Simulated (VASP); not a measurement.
# Mg2Sn (Fm-3m) in VASP: further runs

The runs below take Mg2Sn through single point, with PBE+D3(BJ).

All numbers are computed with VASP 6.6.1; they aren't measurements. Logs are shortened: lines on timing, memory, paths and dates and some standing lists are left out, and cuts for length are marked.

### 1 The cell of the first run

Symmetry: Fm-3m, No. 225, cubic system. The conventional cell has a = 6.712 Å, b = 6.712 Å, c = 6.712 Å, α = 90.00°, β = 90.00°, γ = 90.00°. Sn (site symmetry m-3m) has 8 Mg at 2.91 Å within 3.8 Å. Within 3.8 Å of Mg (site symmetry -43m) lie 4 Sn at 2.91 Å and 6 Mg at 3.36 Å.

### 2 Single point, PBE+D3(BJ)

File INCAR:

```
SYSTEM = Mg2Sn
PREC = Accurate
ENCUT = 600
EDIFF = 1E-6
ISMEAR = 0
SIGMA = 0.1
LREAL = .False.
LASPH = .True.
NELM = 120
ALGO = Normal
ISIF = 2
LWAVE = .False.
LCHARG = .False.
GGA = PE
IVDW = 12
NBANDS = 16
GGA_COMPAT = .False.
```

File KPOINTS:

```
Automatic mesh
0
Gamma
  12 12 12
  0 0 0
```

File POSCAR:

```
Mg2Sn
1.0
    0.0000000000      3.3562085673      3.3562085673
    3.3562085673      0.0000000000      3.3562085673
    3.3562085673      3.3562085673      0.0000000000
Sn Mg
1 2
Direct
    0.0000000000      0.0000000000      0.0000000000
    0.2500000000      0.2500000000      0.2500000000
    0.7500000000      0.7500000000      0.7500000000
```

Potentials or basis: VASP PAW PBE potentials, release 64 (Sn_d, Mg).

Run with:

```sh
$ cat potpaw_PBE.64/Sn_d/POTCAR potpaw_PBE.64/Mg/POTCAR > POTCAR
$ mpirun -np 1 vasp_std > vasp.out
```

OUTCAR:

```text
SYSTEM = Mg2Sn
   PREC = Accurate
   ENCUT = 600
   EDIFF = 1E-6
   ISMEAR = 0
   LREAL = .False.
   LASPH = .True.
   NELM = 120
   ISIF = 2
   GGA = PE
   IVDW = 12
 IVDW          = 12

 ion  position               nearest neighbor table
   1  0.000  0.000  0.000-   2 2.91   3 2.91   3 2.91   3 2.91   3 2.91   2 2.91   2 2.91   2 2.91

   2  0.250  0.250  0.250-   1 2.91   1 2.91   1 2.91   1 2.91   3 3.36   3 3.36   3 3.36   3 3.36
                             3 3.36   3 3.36
   3  0.750  0.750  0.750-   1 2.91   1 2.91   1 2.91   1 2.91   2 3.36   2 3.36   2 3.36   2 3.36
                             2 3.36   2 3.36

  LATTYP: Found a face centered cubic cell.
 ALAT       =     6.7124171346

  Lattice vectors:

 A1 = (   0.0000000000,   3.3562085673,   3.3562085673)
 A2 = (   3.3562085673,   0.0000000000,   3.3562085673)
 A3 = (   3.3562085673,   3.3562085673,   0.0000000000)

Analysis of symmetry for initial positions (statically):
=====================================================================
 Subroutine PRICEL returns:
 Original cell was already a primitive cell.

 Routine SETGRP: Setting up the symmetry group for a
 face centered cubic supercell.

 Subroutine GETGRP returns: Found 48 space group operations
 (whereof 48 operations were pure point group operations)
 out of a pool of 48 trial point group operations.

The static configuration has the point symmetry O_h .

Analysis of symmetry for dynamics (positions and initial velocities):
=====================================================================
 Subroutine PRICEL returns:
 Original cell was already a primitive cell.

 Routine SETGRP: Setting up the symmetry group for a
 face centered cubic supercell.

 Subroutine GETGRP returns: Found 48 space group operations
 (whereof 48 operations were pure point group operations)
 out of a pool of 48 trial point group operations.

The dynamic configuration has the point symmetry O_h .

 Subroutine INISYM returns: Found 48 space group operations
 (whereof 48 operations are pure point group operations),
 and found     1 'primitive' translations

----------------------------------------------------------------------------------------

                                     Primitive cell

  volume of cell :      75.6096

  direct lattice vectors                    reciprocal lattice vectors
     0.000000000  3.356208567  3.356208567    -0.148977631  0.148977631  0.148977631
     3.356208567  0.000000000  3.356208567     0.148977631 -0.148977631  0.148977631
     3.356208567  3.356208567  0.000000000     0.148977631  0.148977631 -0.148977631

  length of vectors
     4.746395674  4.746395674  4.746395674     0.258036825  0.258036825  0.258036825

  position of ions in fractional coordinates (direct lattice)
     0.000000000  0.000000000  0.000000000
     0.250000000  0.250000000  0.250000000
     0.750000000  0.750000000  0.750000000

  ion indices of the primitive-cell ions
   primitive index   ion index
                 1           1
                 2           2
                 3           3

----------------------------------------------------------------------------------------

 KPOINTS: Automatic mesh

Automatic generation of k-mesh.
 Grid dimensions read from file:
 generate k-points for:   12   12   12

 Generating k-lattice:

  Cartesian coordinates                     Fractional coordinates (reciprocal lattice)
    -0.012414803  0.012414803  0.012414803     0.083333333  0.000000000  0.000000000
     0.012414803 -0.012414803  0.012414803     0.000000000  0.083333333  0.000000000
     0.012414803  0.012414803 -0.012414803     0.000000000  0.000000000  0.083333333

  Length of vectors
     0.021503069  0.021503069  0.021503069

  Shift w.r.t. Gamma in fractional coordinates (k-lattice)
     0.000000000  0.000000000  0.000000000

 Subroutine IBZKPT returns following result:
 ===========================================

 Found     72 irreducible k-points:

 Following reciprocal coordinates:
            Coordinates               Weight
  0.000000  0.000000  0.000000      1.000000
  0.083333  0.000000  0.000000      8.000000
  0.166667  0.000000  0.000000      8.000000
  0.250000  0.000000  0.000000      8.000000
  0.333333  0.000000  0.000000      8.000000
  0.416667  0.000000  0.000000      8.000000
[... 16 lines left out ...]
  0.500000  0.166667  0.000000     24.000000
 -0.416667  0.166667  0.000000     24.000000
 [... further k-points ...]
   k-points           NKPTS =     72   k-points in BZ     NKDIM =     72   number of bands    NBANDS=     16
   number of dos      NEDOS =    301   number of ions     NIONS =      3
   total plane-waves  NPLWV =  64000
   dimension x,y,z NGX =    40 NGY =   40 NGZ =   40
   dimension x,y,z NGXF=    80 NGYF=   80 NGZF=   80
   ions per type =               1   2
   NGX,Y,Z   is equivalent  to a cutoff of  14.01, 14.01, 14.01 a.u.
   NGXF,Y,Z  is equivalent  to a cutoff of  28.02, 28.02, 28.02 a.u.
 SYSTEM =  Mg2Sn
   PREC   = accura    normal or accurate (medium, high low for compatibility)
   ISTART =      0    job   : 0-new  1-cont  2-samecut
   ICHARG =      2    charge: 1-file 2-atom 10-const
   ISPIN  =      1    spin polarized calculation?
   LNONCOLLINEAR =      F non collinear calculations
   LSORBIT =      F    spin-orbit coupling
   LASPH  =      T    aspherical Exc in radial PAW
   ENCUT  =  600.0 eV  44.10 Ry    6.64 a.u.   9.48  9.48  9.48*2*pi/ulx,y,z
   NELM   =    120;   NELMIN=  2; NELMDL= -5     # of ELM steps
   EDIFF  = 0.1E-05   stopping-criterion for ELM
   LREAL  =      F    real-space projection
   EDIFFG = 0.1E-04   stopping-criterion for IOM
   NSW    =      0    number of steps for IOM
   IBRION =     -1    ionic relax: 0-MD 1-quasi-New 2-CG
   NFREE  =      0    steps in history (QN), initial steepest desc. (CG)
   ISIF   =      2    stress and relaxation
   ISYM   =      2    0-nonsym 1-usesym 2-fastsym
   POTIM  = 0.5000    time-step for ionic-motion
   TEBEG  =    0.0;   TEEND  =   0.0 temperature during run
   PSTRESS=    0.0 pullay stress
   NELECT =      18.0000    total number of electrons
   NUPDOWN=      -1.0000    fix difference up-down
   EMIN   =  10.00;   EMAX   =-10.00  energy-range for DOS
   EFERMI =   0.00;   METHOD = LEGACY
   ISMEAR =     0;   SIGMA  =   0.10  broadening in eV -4-tet -1-fermi 0-gaus
   EFERMI_NEDOS =   21; number of points for ismear=-14 and -15
   IALGO  =     38    algorithm
   IMIX   =      4    mixing-type and parameters
     AMIX     =   0.40;   BMIX     =  1.00
     AMIX_MAG =   1.60;   BMIX_MAG =  1.00
  volume/ion in A,a.u.               =      25.20       170.08
  Fermi-wavevector in a.u.,A,eV,Ry     =   1.014628  1.917368 14.006782  1.029469
  Thomas-Fermi vector in A             =   2.147866
   LORBIT       =      0    0 simple, 1 ext, 2 COOP (PROOUT), +10 PAW based schemes
   GGA     = PE    functional components
   LHFCALC =     F    Hartree Fock is set to
   AEXX    =    0.0000 exact exchange contribution
   IVDW    =    12    specifies the selected vdW correction
   LEPSILON=     F    determine dielectric tensor
   LRPA    =     F    only Hartree local field effects (RPA)
 non-spin polarized calculation
 Gauss-broadening in eV      SIGMA  =   0.10
  energy-cutoff  :      600.00
  volume of cell :       75.61
 maximum number of plane-waves:      2565
 NGX is ok and might be reduce to    40
   NGX = 19   NGY = 19   NGZ = 19

 number of electron      18.0000000 magnetization

 Free energy of the ion-electron system (eV)
  ---------------------------------------------------
  ext. energy  EPLUGINS =         0.00000000
  ---------------------------------------------------
  free energy    TOTEN  =        -7.41550894 eV

  energy without entropy =       -7.41407478  energy(sigma->0) =       -7.41479186

 E-fermi :   4.4100     XC(G=0):  -8.8392

 val. band max:        4.3983374765   @ k =   0.4167   0.4167   0.0000
 cond. band min:       4.4360058307   @ k =   0.0000   0.0000   0.0000
 fundamental gap:      0.0376683542
 Fermi energy:         4.4099614574

 k-point     1 :       0.0000    0.0000    0.0000
  band No.  band energies     occupation
      1     -16.5455      2.00000
      2     -16.5455      2.00000
      3     -16.5455      2.00000
      4     -16.5045      2.00000
      5     -16.5045      2.00000
      6      -4.7744      2.00000
[... 8 lines left out ...]
     15       9.9218      0.00000
     16       9.9218      0.00000

 k-point     2 :       0.0833    0.0000    0.0000
  band No.  band energies     occupation
      1     -16.5455      2.00000
      2     -16.5453      2.00000
      3     -16.5453      2.00000
      4     -16.5044      2.00000
      5     -16.5044      2.00000
      6      -4.7165      2.00000
[... 8 lines left out ...]
     15       9.3191      0.00000
     16       9.3191      0.00000

 k-point     3 :       0.1667    0.0000    0.0000
  band No.  band energies     occupation
      1     -16.5453      2.00000
      2     -16.5446      2.00000
      3     -16.5446      2.00000
      4     -16.5044      2.00000
      5     -16.5044      2.00000
      6      -4.5464      2.00000
[... 8 lines left out ...]
     15       8.8650      0.00000
     16       9.4495      0.00000

 k-point     4 :       0.2500    0.0000    0.0000
  band No.  band energies     occupation
      1     -16.5451      2.00000
      2     -16.5437      2.00000
      3     -16.5437      2.00000
      4     -16.5042      2.00000
      5     -16.5042      2.00000
      6      -4.2770      2.00000
[... 8 lines left out ...]
     15       9.0195      0.00000
     16       9.1394      0.00000
[... 324 lines left out ...]
 k-point    22 :       0.4167    0.1667    0.0000
  band No.  band energies     occupation
      1     -16.5457      2.00000
      2     -16.5419      2.00000
      3     -16.5412      2.00000
      4     -16.5050      2.00000
      5     -16.5030      2.00000
      6      -3.6512      2.00000
[... 8 lines left out ...]
     15      11.3566      0.00000
     16      11.7765      0.00000

 k-point    23 :       0.5000    0.1667    0.0000
  band No.  band energies     occupation
      1     -16.5448      2.00000
      2     -16.5420      2.00000
      3     -16.5409      2.00000
      4     -16.5046      2.00000
      5     -16.5031      2.00000
      6      -3.3846      2.00000
[... 8 lines left out ...]
     15      11.4196      0.00000
     16      11.9063      0.00000

 k-point    24 :      -0.4167    0.1667    0.0000
  band No.  band energies     occupation
      1     -16.5442      2.00000
      2     -16.5423      2.00000
      3     -16.5412      2.00000
      4     -16.5042      2.00000
      5     -16.5035      2.00000
      6      -3.3410      2.00000
[... 8 lines left out ...]
     15      10.3242      0.00000
     16      10.8391      0.00000

 [... further k-points ...]

------------------------ aborting loop because EDIFF is reached ----------------------------------------

 Edisp (eV)   -0.90629

 E8    (eV) :    -0.4118

  FORCE on cell =-STRESS in cart. coord.  units (eV):
  Direction    XX          YY          ZZ          XY          YZ          ZX
  --------------------------------------------------------------------------------------
  -------------------------------------------------------------------------------------
  Total      -0.02128    -0.02128    -0.02128     0.00000     0.00000     0.00000
  in kB      -0.45091    -0.45091    -0.45091     0.00000     0.00000     0.00000
  external pressure =       -0.45 kB  Pullay stress =        0.00 kB

 VOLUME and BASIS-vectors are now :
 -----------------------------------------------------------------------------
  energy-cutoff  :      600.00
  volume of cell :       75.61
      direct lattice vectors                 reciprocal lattice vectors
     0.000000000  3.356208567  3.356208567    -0.148977631  0.148977631  0.148977631
     3.356208567  0.000000000  3.356208567     0.148977631 -0.148977631  0.148977631
     3.356208567  3.356208567  0.000000000     0.148977631  0.148977631 -0.148977631

 POSITION                                       TOTAL-FORCE (eV/Angst)
 -----------------------------------------------------------------------------------
      0.00000      0.00000      0.00000         0.000000      0.000000     -0.000000
      1.67810      1.67810      1.67810         0.000000     -0.000000      0.000000
      5.03431      5.03431      5.03431        -0.000000      0.000000     -0.000000
 -----------------------------------------------------------------------------------
    total drift:                               -0.000000      0.000000     -0.000000

  FREE ENERGIE OF THE ION-ELECTRON SYSTEM (eV)
  ---------------------------------------------------
  free  energy   TOTEN  =        -8.3217971731 eV

  energy  without entropy=       -8.3203630061  energy(sigma->0) =       -8.32108009
```

Wall time 2.6 min (1 thread of Intel Xeon 8259CL, shared host); peak memory 0.32 GiB.

What came out:

- Free energy: -8.3218 eV
- Pressure: 0.0 GPa
- Band gap on the k mesh: zero (bands 9 and 10 overlap by 0.12 eV)
- Dispersion energy per atom: -0.302 eV

Caveat: spin-orbit coupling is left out, which moves the levels of the heavy elements.

### 3 Single point, PBE+D3(BJ)

File INCAR:

```
PREC = Accurate
ENCUT = 600
EDIFF = 1E-6
ISMEAR = 0
SIGMA = 0.1
LREAL = F
LASPH = T
NELM = 120
ALGO = Normal
ISIF = 2
LWAVE = F
LCHARG = T
GGA = PE
IVDW = 12
LELF = T
LVHAR = T
NBANDS = 16
GGA_COMPAT = F
```

File KPOINTS:

```
Automatic mesh
0
Gamma
  12 12 12
```

POSCAR is that of step 2.

Potentials or basis: VASP PAW PBE potentials, release 64 (Sn_d, Mg).

Run with:

```sh
$ cat potpaw_PBE.64/Sn_d/POTCAR potpaw_PBE.64/Mg/POTCAR > POTCAR
$ mpirun -np 1 vasp_std > vasp.out
```

Wall time 2.7 min (1 thread of Intel Xeon 8259CL, shared host); peak memory 0.32 GiB.

Results (log left out):

```yaml
Free_energy: -8.3218 eV
Pressure: 0.0 GPa
Band_gap_on_the_k_mesh: zero (bands 9 and 10 overlap by 0.12 eV)
Dispersion_energy_per_atom: -0.302 eV
```

Levels at points of the mesh, in eV from the Fermi level:
| k point | band 6 | band 7 | band 8 | band 9 | band 10 | band 11 | band 12 | band 13 |
| --- | --- | --- | --- | --- | --- | --- | --- | --- |
| (0.00, 0.00, 0.00) | -9.18 | 0.03 | 0.03 | 0.03 | 1.57 | 2.20 | 2.20 | 2.20 |
| (0.50, 0.00, 0.00) | -7.88 | -4.87 | -0.82 | -0.82 | 0.77 | 2.25 | 2.25 | 4.01 |
| (0.50, 0.50, 0.00) | -7.36 | -4.64 | -2.12 | -2.12 | -0.10 | 0.16 | 7.35 | 7.35 |

Caveat: spin-orbit coupling is left out, which moves the levels of the heavy elements.

The gap in the log of VASP goes by the Fermi energy; the results here count the filled bands.